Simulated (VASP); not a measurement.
DyMgF, 3 atoms in the cell. It takes space group P-6m2 (No. 187, hexagonal). The conventional cell has a = 3.819 Å, b = 3.819 Å, c = 5.943 Å, α = 90.00°, β = 90.00°, γ = 120.00°. Within 2.9 Å of Dy (site symmetry -6m2) lie 3 F at 2.20 Å. Mg (site symmetry -6m2) has 2 F at 2.97 Å and 6 Dy at 3.70 Å and 6 Mg at 3.82 Å within 3.9 Å. F (site symmetry -6m2) has 3 Dy at 2.20 Å and 2 Mg at 2.97 Å within 3.0 Å. The cell was built from a structure type or drawn by symmetry, and may not be a known phase.

| Property | Result |
| --- | --- |
| Program | VASP 6.6.1 |
| Task | single point |
| Functional | PBE |
| Potentials or basis | VASP PAW PBE potentials, release 64 (Dy_3, Mg, F), 4f in core |
| Cutoff | 600 eV |
| k mesh | 6 × 6 × 4 |
| Occupations | gaussian, width 0.2 eV |
| Spin | no spin polarisation |
| Dipole correction | no |
| Mended | yes |
| Further INCAR settings | ALGO = Normal; EDIFF = 1e-06; NBANDS = 16 |

Potentials or basis: VASP PAW PBE potentials, release 64 (Dy_3, Mg, F), 4f in core.

The run is started by

```console
$ cat potpaw_PBE.64/Dy_3/POTCAR potpaw_PBE.64/Mg/POTCAR potpaw_PBE.64/F/POTCAR > POTCAR
$ mpirun -np 1 vasp_std > vasp.out
```

Hardware: 1 thread of AMD EPYC 9R45 96-Core Processor (Zen 5), on a shared host.

**Question.** Estimate the wall time of this run.

**Answer.** Wall time 13 s on 1 thread of AMD EPYC 9R45 96-Core Processor (Zen 5) (shared host), peak memory 0.2 GiB. Counts: scf iterations 12, k points 21.
